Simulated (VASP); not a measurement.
# AlO5 (R-3m) in VASP: a series of runs

Runs on AlO5. Level: PBE. Tasks: single point, relaxation of cell and atoms.

Program: VASP 6.6.1. These are calculated values, not measurements. Logs are shortened: lines on timing, memory, paths and dates and some standing lists are left out, and cuts for length are marked.

**1. The cell of the first run**

The structure is trigonal, space group R-3m (No. 166). The conventional cell has a = 5.265 Å, b = 5.265 Å, c = 7.121 Å, α = 90.00°, β = 90.00°, γ = 120.00°. Within 2.6 Å of Al (site symmetry -3m) lie 8 O at 1.93 to 2.17 Å. Within 2.4 Å of O (site symmetry 2/m) lie 2 O at 1.81 Å and 2 Al at 1.93 Å. Within 2.4 Å of O (site symmetry 3m) lie 3 O at 1.81 Å and 1 Al at 2.17 Å.

The cell was generated, and may not be a known phase.

**2. Single point, PBE**

Input file INCAR:

```
  PREC = Accurate
  ENCUT = 520
  EDIFF = 1E-6
  ISMEAR = 0
  SIGMA = 0.1
  LREAL = F
  LASPH = T
  NELM = 80
  ALGO = Normal
  ISIF = 2
  LWAVE = F
  LCHARG = F
  GGA = PE
  NBANDS = 26
```

Input file KPOINTS:

```
regular mesh
0
Gamma
  6 6 6
```

Input file POSCAR:

```
AlO5
1.0
    2.6325008781      1.5198750906      2.3736139279
   -2.6325008781      1.5198750906      2.3736139279
    0.0000000000     -3.0397501812      2.3736139279
Al O
1 5
Direct
    0.5000000000      0.5000000000      0.5000000000
    0.5000000000      0.5000000000      0.0000000000
    0.0000000000      0.5000000000      0.5000000000
    0.5000000000      0.0000000000      0.5000000000
    0.8053291426      0.8053291426      0.8053291426
    0.1946708574      0.1946708574      0.1946708574
```

Potentials or basis: VASP PAW PBE potentials, release 64 (Al, O).

Launch:

```bash
cat potpaw_PBE.64/Al/POTCAR potpaw_PBE.64/O/POTCAR > POTCAR
mpirun -np 1 vasp_std > vasp.out
```

OUTCAR:

```text
PREC = Accurate
   ENCUT = 520
   EDIFF = 1E-6
   ISMEAR = 0
   LREAL = F
   LASPH = T
   NELM = 80
   ISIF = 2
   GGA = PE

 ion  position               nearest neighbor table
   1  0.500  0.500  0.500-   2 1.93   2 1.93   4 1.93   3 1.93   4 1.93   3 1.93   6 2.17   5 2.17

   2  0.500  0.500  0.000-   5 1.81   6 1.81   1 1.93   1 1.93
   3  0.000  0.500  0.500-   5 1.81   6 1.81   1 1.93   1 1.93
   4  0.500  0.000  0.500-   5 1.81   6 1.81   1 1.93   1 1.93
   5  0.805  0.805  0.805-   2 1.81   3 1.81   4 1.81   1 2.17
   6  0.195  0.195  0.195-   2 1.81   3 1.81   4 1.81   1 2.17

  LATTYP: Found a trigonal (rhomboedric) cell.
 ALAT       =     3.8566986197
 COS(alpha) =     0.0681722487

  Lattice vectors:

 A1 = (   2.6325008781,   1.5198750906,   2.3736139279)
 A2 = (  -2.6325008781,   1.5198750906,   2.3736139279)
 A3 = (   0.0000000000,  -3.0397501812,   2.3736139279)

Analysis of symmetry for initial positions (statically):
=====================================================================
 Subroutine PRICEL returns:
 Original cell was already a primitive cell.

 Routine SETGRP: Setting up the symmetry group for a
 trigonal (rhombohedral) supercell.

 Subroutine GETGRP returns: Found 12 space group operations
 (whereof 12 operations were pure point group operations)
 out of a pool of 12 trial point group operations.

The static configuration has the point symmetry D_3d.

Analysis of symmetry for dynamics (positions and initial velocities):
=====================================================================
 Subroutine PRICEL returns:
 Original cell was already a primitive cell.

 Routine SETGRP: Setting up the symmetry group for a
 trigonal (rhombohedral) supercell.

 Subroutine GETGRP returns: Found 12 space group operations
 (whereof 12 operations were pure point group operations)
 out of a pool of 12 trial point group operations.

The dynamic configuration has the point symmetry D_3d.

 Subroutine INISYM returns: Found 12 space group operations
 (whereof 12 operations are pure point group operations),
 and found     1 'primitive' translations

----------------------------------------------------------------------------------------

                                     Primitive cell

  volume of cell :      56.9820

  direct lattice vectors                    reciprocal lattice vectors
     2.632500878  1.519875091  2.373613928     0.189933460  0.109658134  0.140432835
    -2.632500878  1.519875091  2.373613928    -0.189933460  0.109658134  0.140432835
     0.000000000 -3.039750181  2.373613928     0.000000000 -0.219316268  0.140432835

  length of vectors
     3.856698620  3.856698620  3.856698620     0.260424666  0.260424666  0.260424666

  position of ions in fractional coordinates (direct lattice)
     0.500000000  0.500000000  0.500000000
     0.500000000  0.500000000  1.000000000
     1.000000000  0.500000000  0.500000000
     0.500000000  1.000000000  0.500000000
     0.805329143  0.805329143  0.805329143
     0.194670857  0.194670857  0.194670857

  ion indices of the primitive-cell ions
   primitive index   ion index
                 1           1
                 2           2
                 3           3
                 4           4
                 5           5
                 6           6

----------------------------------------------------------------------------------------

 KPOINTS: regular mesh

Automatic generation of k-mesh.
 Grid dimensions read from file:
 generate k-points for:    6    6    6

 Generating k-lattice:

  Cartesian coordinates                     Fractional coordinates (reciprocal lattice)
     0.031655577  0.018276356  0.023405473     0.166666667  0.000000000 -0.000000000
    -0.031655577  0.018276356  0.023405473     0.000000000  0.166666667 -0.000000000
     0.000000000 -0.036552711  0.023405473    -0.000000000 -0.000000000  0.166666667

  Length of vectors
     0.043404111  0.043404111  0.043404111

  Shift w.r.t. Gamma in fractional coordinates (k-lattice)
     0.000000000  0.000000000  0.000000000

 Subroutine IBZKPT returns following result:
 ===========================================

 Found     32 irreducible k-points:

 Following reciprocal coordinates:
            Coordinates               Weight
  0.000000  0.000000  0.000000      1.000000
  0.166667 -0.000000  0.000000      6.000000
  0.333333 -0.000000  0.000000      6.000000
  0.500000 -0.000000  0.000000      3.000000
  0.166667  0.166667  0.000000      6.000000
  0.333333  0.166667  0.000000     12.000000
[... 16 lines left out ...]
  0.500000  0.500000  0.166667      6.000000
 -0.333333  0.500000  0.166667     12.000000
 [... further k-points ...]
   k-points           NKPTS =     32   k-points in BZ     NKDIM =     32   number of bands    NBANDS=     26
   number of dos      NEDOS =    301   number of ions     NIONS =      6
   total plane-waves  NPLWV =  27000
   dimension x,y,z NGX =    30 NGY =   30 NGZ =   30
   dimension x,y,z NGXF=    60 NGYF=   60 NGZF=   60
   ions per type =               1   5
   NGX,Y,Z   is equivalent  to a cutoff of  12.93, 12.93, 12.93 a.u.
   NGXF,Y,Z  is equivalent  to a cutoff of  25.86, 25.86, 25.86 a.u.
 SYSTEM =  unknown system
   PREC   = accura    normal or accurate (medium, high low for compatibility)
   ISTART =      0    job   : 0-new  1-cont  2-samecut
   ICHARG =      2    charge: 1-file 2-atom 10-const
   ISPIN  =      1    spin polarized calculation?
   LNONCOLLINEAR =      F non collinear calculations
   LSORBIT =      F    spin-orbit coupling
   LASPH  =      T    aspherical Exc in radial PAW
   ENCUT  =  520.0 eV  38.22 Ry    6.18 a.u.   7.17  7.17  7.17*2*pi/ulx,y,z
   NELM   =     80;   NELMIN=  2; NELMDL= -5     # of ELM steps
   EDIFF  = 0.1E-05   stopping-criterion for ELM
   LREAL  =      F    real-space projection
   EDIFFG = 0.1E-04   stopping-criterion for IOM
   NSW    =      0    number of steps for IOM
   IBRION =     -1    ionic relax: 0-MD 1-quasi-New 2-CG
   NFREE  =      0    steps in history (QN), initial steepest desc. (CG)
   ISIF   =      2    stress and relaxation
   ISYM   =      2    0-nonsym 1-usesym 2-fastsym
   POTIM  = 0.5000    time-step for ionic-motion
   TEBEG  =    0.0;   TEEND  =   0.0 temperature during run
   PSTRESS=    0.0 pullay stress
   NELECT =      33.0000    total number of electrons
   NUPDOWN=      -1.0000    fix difference up-down
   EMIN   =  10.00;   EMAX   =-10.00  energy-range for DOS
   EFERMI =   0.00;   METHOD = LEGACY
   ISMEAR =     0;   SIGMA  =   0.10  broadening in eV -4-tet -1-fermi 0-gaus
   EFERMI_NEDOS =   21; number of points for ismear=-14 and -15
   IALGO  =     38    algorithm
   IMIX   =      4    mixing-type and parameters
     AMIX     =   0.40;   BMIX     =  1.00
     AMIX_MAG =   1.60;   BMIX_MAG =  1.00
  volume/ion in A,a.u.               =       9.50        64.09
  Fermi-wavevector in a.u.,A,eV,Ry     =   1.364584  2.578690 25.335260  1.862089
  Thomas-Fermi vector in A             =   2.490887
   LORBIT       =      0    0 simple, 1 ext, 2 COOP (PROOUT), +10 PAW based schemes
   GGA     = PE    functional components
   LHFCALC =     F    Hartree Fock is set to
   AEXX    =    0.0000 exact exchange contribution
   IVDW    =     0    specifies the selected vdW correction
   LEPSILON=     F    determine dielectric tensor
   LRPA    =     F    only Hartree local field effects (RPA)
 non-spin polarized calculation
 Gauss-broadening in eV      SIGMA  =   0.10
  energy-cutoff  :      520.00
  volume of cell :       56.98
 maximum number of plane-waves:      1546
 NGX is ok and might be reduce to    30
   NGX = 15   NGY = 15   NGZ = 15

 number of electron      33.0000019 magnetization

 Free energy of the ion-electron system (eV)
  ---------------------------------------------------
  ext. energy  EPLUGINS =         0.00000000
  ---------------------------------------------------
  free energy    TOTEN  =       -30.07175429 eV

  energy without entropy =      -30.03502585  energy(sigma->0) =      -30.05339007

 E-fermi :   2.3216     XC(G=0): -10.7468

 val. band max:        2.3205290440   @ k =   0.5000   0.3333   0.1667
 cond. band min:       2.3283823342   @ k =  -0.3333  -0.3333   0.1667
 fundamental gap:      0.0078532901
 Fermi energy:         2.3216071695

 k-point     1 :       0.0000    0.0000    0.0000
  band No.  band energies     occupation
      1     -18.7082      2.00000
      2     -15.3284      2.00000
      3     -14.8078      2.00000
      4     -14.8078      2.00000
      5     -11.6926      2.00000
      6      -3.3897      2.00000
[... 18 lines left out ...]
     25      17.6473      0.00000
     26      17.6473      0.00000

 k-point     2 :       0.1667   -0.0000    0.0000
  band No.  band energies     occupation
      1     -18.5772      2.00000
      2     -15.9196      2.00000
      3     -14.7974      2.00000
      4     -14.2462      2.00000
      5     -11.8187      2.00000
      6      -3.4938      2.00000
[... 18 lines left out ...]
     25      16.9711      0.00000
     26      17.5503      0.00000

 k-point     3 :       0.3333   -0.0000    0.0000
  band No.  band energies     occupation
      1     -18.2140      2.00000
      2     -16.6850      2.00000
      3     -14.7768      2.00000
      4     -13.5555      2.00000
      5     -12.1523      2.00000
      6      -3.8005      2.00000
[... 18 lines left out ...]
     25      16.8129      0.00000
     26      17.3104      0.00000

 k-point     4 :       0.5000   -0.0000    0.0000
  band No.  band energies     occupation
      1     -17.8646      2.00000
      2     -17.1743      2.00000
      3     -14.7663      2.00000
      4     -13.1384      2.00000
      5     -12.4501      2.00000
      6      -3.9659      2.00000
[... 18 lines left out ...]
     25      17.0148      0.00000
     26      17.2749      0.00000

 k-point     5 :       0.1667    0.1667    0.0000
  band No.  band energies     occupation
      1     -18.5000      2.00000
      2     -15.9130      2.00000
      3     -14.9285      2.00000
      4     -14.2497      2.00000
      5     -11.7745      2.00000
      6      -3.7656      2.00000
[... 18 lines left out ...]
     25      16.5823      0.00000
     26      17.4608      0.00000

 k-point     6 :       0.3333    0.1667    0.0000
  band No.  band energies     occupation
      1     -18.1948      2.00000
      2     -16.5002      2.00000
      3     -14.9274      2.00000
      4     -13.7949      2.00000
      5     -11.9813      2.00000
      6      -4.0153      2.00000
[... 427 lines left out ...]
 k-point    21 :      -0.3333    0.3333    0.1667
  band No.  band energies     occupation
      1     -17.6170      2.00000
      2     -17.1041      2.00000
      3     -15.0348      2.00000
      4     -13.3724      2.00000
      5     -12.3475      2.00000
      6      -4.5525      2.00000
[... 18 lines left out ...]
     25      17.1100      0.00000
     26      17.3830      0.00000

 k-point    22 :      -0.1667    0.3333    0.1667
  band No.  band energies     occupation
      1     -17.9396      2.00000
      2     -16.8861      2.00000
      3     -14.9923      2.00000
      4     -13.1760      2.00000
      5     -12.4557      2.00000
      6      -3.9154      2.00000
[... 18 lines left out ...]
     25      17.3667      0.00000
     26      17.3961      0.00000

 k-point    23 :       0.5000    0.5000    0.1667
  band No.  band energies     occupation
      1     -17.6442      2.00000
      2     -16.7088      2.00000
      3     -15.2458      2.00000
      4     -13.8720      2.00000
      5     -12.0235      2.00000
      6      -4.9124      2.00000
[... 18 lines left out ...]
     25      17.0722      0.00000
     26      18.0347      0.00000

 k-point    24 :      -0.3333    0.5000    0.1667
  band No.  band energies     occupation
      1     -17.4902      2.00000
      2     -17.1075      2.00000
      3     -15.1542      2.00000
      4     -13.4583      2.00000
      5     -12.2932      2.00000
      6      -4.6313      2.00000
[... 18 lines left out ...]
     25      16.9305      0.00000
     26      18.0140      0.00000

 [... further k-points ...]
[... 5 lines left out ...]
  --------------------------------------------------------------------------------------
  -------------------------------------------------------------------------------------
  Total       -0.0436451     -0.0436451      0.0185765      0.0000000     -0.0000000      0.0000000
  in kB       -1.2271806     -1.2271806      0.5223209      0.0000000     -0.0000000      0.0000000
  external PRESSURE =      -0.6440135 kB  Pullay stress =       0.0000000 kB

 VOLUME and BASIS-vectors are now :
 -----------------------------------------------------------------------------
  energy-cutoff  :      520.00
  volume of cell :       56.98
      direct lattice vectors                 reciprocal lattice vectors
     2.632500878  1.519875091  2.373613928     0.189933460  0.109658134  0.140432835
    -2.632500878  1.519875091  2.373613928    -0.189933460  0.109658134  0.140432835
     0.000000000 -3.039750181  2.373613928     0.000000000 -0.219316268  0.140432835

 POSITION                                       TOTAL-FORCE (eV/Angst)
 -----------------------------------------------------------------------------------
      0.00000      0.00000      3.56042        -0.000000      0.000000      0.000000
      0.00000      1.51988      2.37361         0.000000      0.000000      0.000000
     -1.31625     -0.75994      2.37361        -0.000000      0.000000      0.000000
      1.31625     -0.75994      2.37361         0.000000      0.000000      0.000000
      0.00000      0.00000      5.73462        -0.000000     -0.000000      0.041433
      0.00000      0.00000      1.38622        -0.000000      0.000000     -0.041433
 -----------------------------------------------------------------------------------
    total drift:                                0.000000      0.000000      0.000000

  FREE ENERGIE OF THE ION-ELECTRON SYSTEM (eV)
  ---------------------------------------------------
  free  energy   TOTEN  =       -30.0717542918 eV

  energy  without entropy=      -30.0350258474  energy(sigma->0) =      -30.05339007
```

It took 70 s on 1 thread of Intel Xeon 8259CL, shared host; peak memory 0.18 GiB.

What came out:

```yaml
Free_energy: -30.0718 eV
Pressure: -0.1 GPa
Largest_force: 0.041 eV/Å
Band_gap_on_the_k_mesh: zero (an odd number of electrons rules out a gap without spin polarisation)
```

Forces in eV/Å, atoms in the order of the input:
```
Al   0.000  0.000  0.000
O    0.000  0.000  0.000
O    0.000  0.000  0.000
O    0.000  0.000  0.000
O    0.000  0.000  0.041
O    0.000  0.000 -0.041
```

Stress tensor (GPa, compression positive):
```
-0.12  0.00  0.00
 0.00 -0.12  0.00
 0.00  0.00  0.05
```

Caveat: an odd number of electrons without spin polarisation forces a metal; a magnetic or distorted state may lie lower.

(Part 1 of 2 ends here.)

The gap in the log of VASP goes by the Fermi energy; the results here count the filled bands.